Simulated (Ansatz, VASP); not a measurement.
Given: the input of a run of Ansatz 0.2.0 on LiCl.

input.yaml

```yaml
crystal:
  lattice:
    - [0.0, 2.56477, 2.56477]
    - [2.56477, 0.0, 2.56477]
    - [2.56477, 2.56477, 0.0]
  atoms:
    - { symbol: Cl, position: [0.5, 0.5, 0.5] }
    - { symbol: Li, position: [0.0, 0.0, 0.0] }
kpoints:
  mp_grid: { grid: [9, 9, 9] }
scf:
  occupations: { method: fermi_dirac, width: 0.05 }
hamiltonian:
  xc: pbesol
  dispersion: d4
  pseudopotentials: { kind: all_electron, lapw: { basis_error: 0.001 } }
output:
  forces: true
  stress: true
relax:
  f_tol: 0.01
  max_steps: 60
  cell: {}
```

Potentials or basis: all-electron LAPW, scalar-relativistic.

Run with:

```bash
$ ansatz run input.yaml --threads 1 --pin off --max-ram 3072MiB --backend cpu --events-out ev --progress --plain --runs-dir out
```

Question: Translate it to VASP 6.6.1. Potentials there: VASP PAW PBE potentials, release 64 (Cl, Li_sv).

Answer: As run (the cutoff follows the program's own potentials):

Contents of INCAR:

```
ALGO     = Normal         # electronic algorithm
EDIFF    = 1E-6           # SCF threshold, eV
EDIFFG   = -0.01          # ionic threshold
ENCUT    = 600            # plane-wave cutoff, eV
GGA      = PS             # functional
IBRION   = 2              # ionic algorithm
ISIF     = 3              # what is computed and relaxed
ISMEAR   = -1             # smearing method
IVDW     = 13             # dispersion correction
LASPH    = True           # aspherical terms in the spheres
LCHARG   = False          # write CHGCAR
LREAL    = False          # projectors in reciprocal space
LWAVE    = False          # write WAVECAR
NELM     = 100            # most SCF steps
NSW      = 80             # ionic steps
PREC     = Accurate       # precision mode
SIGMA    = 0.05           # smearing width, eV
```

KPOINTS

```
k-points
0
Gamma
  9 9 9
```

The input POSCAR:

```
LiCl
1.0
    0.0000000000      2.5647700000      2.5647700000
    2.5647700000      0.0000000000      2.5647700000
    2.5647700000      2.5647700000      0.0000000000
Cl Li
1 1
Direct
    0.5000000000      0.5000000000      0.5000000000
    0.0000000000      0.0000000000      0.0000000000
```

Potentials or basis: VASP PAW PBE potentials, release 64 (Cl, Li_sv).

The run is started by

```bash
$ cat potpaw_PBE.64/Cl/POTCAR potpaw_PBE.64/Li_sv/POTCAR > POTCAR
$ mpirun -np 1 vasp_std > vasp.out
```

Both were run:

|  | VASP | Ansatz | Ansatz less VASP |
| --- | --- | --- | --- |
| relaxed volume (Å³/atom) | 15.91 | 15.92 | +0.017 |
| relaxed cell length with the largest relative difference (Å) | 3.557 | 3.558 | +0.0013 |

VASP's potentials were made for PBE, not for PBEsol. Ansatz ran all-electron here, and VASP with PAW potentials.

Noted on VASP's run: the cutoff is short for stress, so the pressure is rough.
